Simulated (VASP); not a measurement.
Runs of VASP 6.6.1 on Si. The structure is that of space group I4_1/amd (No. 141), or close to it. The cells are those of the table. 

| cell | gap on the mesh (eV) | pressure (GPa) |
| --- | --- | --- |
| a = 3.485, b = 3.485, c = 3.487 Å, angles 97.6, 97.6, 137.1°, 2 atoms | none | 18.7 |
| a = 3.587, b = 3.587, c = 3.590 Å, angles 97.6, 97.6, 137.1°, 2 atoms | none | 4.9 |
| a = 3.636, b = 3.636, c = 3.639 Å, angles 97.6, 97.6, 137.1°, 2 atoms | none | -0.1 |
| a = 3.537, b = 3.537, c = 3.539 Å, angles 97.6, 97.6, 137.1°, 2 atoms | none | (a) |

Alike in all rows: task single point; level r2SCAN; potentials or basis VASP PAW PBE potentials, release 64 (Si); no spin polarisation; k mesh 15 × 15 × 11; cutoff (eV) 520; smearing fermi-dirac 0.1 eV.

Estimate the missing entries.

(a) 11.1.

Caveats: the PAW data sets were made with another functional, which shifts forces and pressure a little; the cell stands under pressure (at least some runs).

A gap of «none» marks levels without a gap at the run's occupations.
